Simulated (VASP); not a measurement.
Set up this calculation in VASP 6.6.1, as the native input.

```yaml
Task: single point
Functional: r2SCAN
Potentials_or_basis: VASP PAW PBE potentials, release 64 (Sr_sv, Ti_sv, O)
Cutoff: 520 eV
k_mesh: 6 × 6 × 6
Occupations: fermi-dirac, width 0.02 eV
Spin: no spin polarisation
Dipole_correction: no
Further_INCAR_settings: ALGO = Normal; EDIFF = 1e-06; NBANDS = 28
```

The system is SrTiO3.

```
Sr Ti O
1.0
     3.90685    0.00000    0.00000
     0.00000    3.90685    0.00000
     0.00000    0.00000    3.90685
Sr Ti O
1 1 3
Cartesian
  0.0000 0.0000 0.0000
  1.9534 1.9534 1.9534
  1.9534 1.9534 0.0000
  1.9534 0.0000 1.9534
  0.0000 1.9534 1.9534
```

These files were run (other wordings do the same):

POSCAR

```
SrTiO3
1.0
    3.9068515088      0.0000000000      0.0000000000
    0.0000000000      3.9068515088      0.0000000000
    0.0000000000      0.0000000000      3.9068515088
Sr Ti O
1 1 3
Direct
    0.0000000000      0.0000000000      0.0000000000
    0.5000000000      0.5000000000      0.5000000000
    0.5000000000      0.5000000000      0.0000000000
    0.5000000000      0.0000000000      0.5000000000
    0.0000000000      0.5000000000      0.5000000000
```

INCAR.step1

```
PREC     = Accurate       # precision mode
ENCUT    = 520            # plane-wave cutoff, eV
ISMEAR   = -1             # smearing method
SIGMA    = 0.02           # smearing width, eV
LREAL    = F              # projectors in reciprocal space
LASPH    = T              # aspherical terms in the spheres
NELM     = 60             # most SCF steps
NBANDS   = 28             # bands
GGA      = PE             # functional
ALGO     = Normal         # electronic algorithm
EDIFF    = 1E-4           # SCF threshold, eV
LWAVE    = T              # write WAVECAR
LCHARG   = F              # write CHGCAR
```

INCAR.step2

```
PREC     = Accurate       # precision mode
ENCUT    = 520            # plane-wave cutoff, eV
EDIFF    = 1E-6           # SCF threshold, eV
ISMEAR   = -1             # smearing method
SIGMA    = 0.02           # smearing width, eV
LREAL    = F              # projectors in reciprocal space
LASPH    = T              # aspherical terms in the spheres
NELM     = 60             # most SCF steps
ALGO     = Normal         # electronic algorithm
ISIF     = 2              # what is computed and relaxed
LWAVE    = F              # write WAVECAR
LCHARG   = F              # write CHGCAR
METAGGA  = R2SCAN         # meta-GGA
LMIXTAU  = T            
NBANDS   = 28             # bands
ISTART   = 1
```

KPOINTS

```
regular mesh
0
Gamma
  6 6 6
```

Potentials or basis: VASP PAW PBE potentials, release 64 (Sr_sv, Ti_sv, O).

The run is started by

```bash
$ cat potpaw_PBE.64/Sr_sv/POTCAR potpaw_PBE.64/Ti_sv/POTCAR potpaw_PBE.64/O/POTCAR > POTCAR
$ cp INCAR.step1 INCAR
$ mpirun -np 1 vasp_std > vasp.out
$ cp INCAR.step2 INCAR
$ mpirun -np 1 vasp_std > vasp.out
```

Results of the run:

```json
{
 "Pressure": "0.9 GPa",
 "Band gap on the k mesh": "2.27 eV (least direct gap 2.66 eV)"
}
```

Caveat: the PAW data sets were made with another functional, which shifts forces and pressure a little.

Run time: 76 s on 1 thread of Intel(R) Xeon(R) 6975P-C (Granite Rapids), on a shared host, peak memory 0.19 GiB.
